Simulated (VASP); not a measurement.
## Re: relaxation of cell and atoms with PBE

Re:

```
Re
1.0
     1.35616   -3.80193    0.00000
     1.35616    3.80193    0.00000
     0.00000    0.00000    2.96485
Re
2
Direct
  0.86700 0.13300 0.25000
  0.13300 0.86700 0.75000
```

```
Program                : VASP 6.6.1
Task                   : relaxation of cell and atoms
Functional             : PBE
Potentials or basis    : VASP PAW PBE potentials, release 64 (Re)
Cutoff                 : 600 eV
k mesh                 : 6 × 6 × 6
Occupations            : gaussian, width 0.1 eV
Spin                   : no spin polarisation
Dipole correction      : no
Further INCAR settings : ALGO = Normal; EDIFF = 1e-06; IBRION = 2; EDIFFG = -0.04; NSW = 90; ISIF = 3
```

```
Relaxed volume                         : 15.94 Å³/atom
Relaxed cell                           : a = 4.289 Å, b = 4.289 Å, c = 2.792 Å, α = 90.00°, β = 90.00°, γ = 141.62°
Space group after relaxing (to 0.05 Å) : Cmcm (No. 63)
Energy gained by relaxing              : 158.1 meV/atom
Ionic steps                            : 9
Pressure after relaxing                : 0.0 GPa
Largest force after relaxing           : 0.030 eV/Å
Band gap on the k mesh                 : zero (band 7 reaches 10.15 eV, above the bottom of band 8 at 6.14 eV)
```

Forces on the atoms (eV/Å):
```
Re   0.000 -0.030  0.000
Re   0.000  0.030  0.000
```

Stress tensor (GPa, compression positive):
```
 0.31  0.00  0.00
 0.00 -0.09  0.00
 0.00  0.00 -0.24
```

Step by step:
| step | energy change (eV) | largest force (eV/Å) | pressure (GPa) | volume (Å³) |
| --- | --- | --- | --- | --- |
| 1 | 0.0000 | 1.1254 | 14.58 | 30.57 |
| 2 | 0.3162 | 0.4443 | -34.29 | 37.01 |
| 3 | -0.1682 | 0.6852 | -9.54 | 32.83 |
| 4 | -0.2005 | 0.8439 | 5.84 | 31.88 |
| 5 | -0.3096 | 0.0938 | -3.49 | 32.34 |
| 6 | -0.2916 | 0.0549 | 8.52 | 31.11 |
| 7 | -0.3144 | 0.0839 | 0.09 | 31.95 |
| 8 | -0.3160 | 0.0447 | 0.02 | 31.91 |
| 9 | -0.3162 | 0.0299 | -0.01 | 31.89 |

Final structure:
```
Re
1.0
     1.40991   -4.05055    0.00000
     1.40991    4.05055    0.00000
     0.00000    0.00000    2.79195
Re
2
Direct
  0.86084 0.13915 0.25000
  0.13915 0.86084 0.75000
```

Levels at points of the mesh, in eV from the Fermi level:
| k point | band 3 | band 4 | band 5 | band 6 | band 7 | band 8 | band 9 | band 10 | band 11 |
| --- | --- | --- | --- | --- | --- | --- | --- | --- | --- |
| (0.00, 0.00, 0.00) | -4.68 | -2.65 | -2.04 | -0.11 | 0.45 | 1.25 | 1.78 | 3.08 | 3.32 |
| (0.50, 0.00, 0.00) | -3.18 | -1.74 | -1.53 | -1.24 | -1.08 | 0.26 | 1.93 | 3.97 | 4.61 |
| (0.50, 0.50, 0.00) | -5.15 | -2.58 | -2.52 | -1.55 | 0.56 | 0.62 | 1.29 | 1.39 | 3.73 |
| (0.00, 0.00, 0.50) | -3.63 | -3.63 | -1.82 | -1.82 | -0.85 | -0.85 | 3.72 | 3.72 | 5.52 |
| (0.50, 0.00, 0.50) | -4.52 | -4.52 | -0.12 | -0.12 | 2.10 | 2.10 | 4.36 | 4.36 | 6.20 |
| (0.50, 0.50, 0.50) | -2.61 | -2.61 | -0.71 | -0.71 | 0.46 | 0.46 | 1.77 | 1.77 | 3.88 |

Wall time 62 s on 1 thread of Intel(R) Xeon(R) Platinum 8488C (Sapphire Rapids), on a shared host, peak memory 0.18 GiB.

Caveat: the k points lie up to 0.39 Å⁻¹ apart in the final cell; spin-orbit coupling is left out, which moves the levels of the heavy elements.
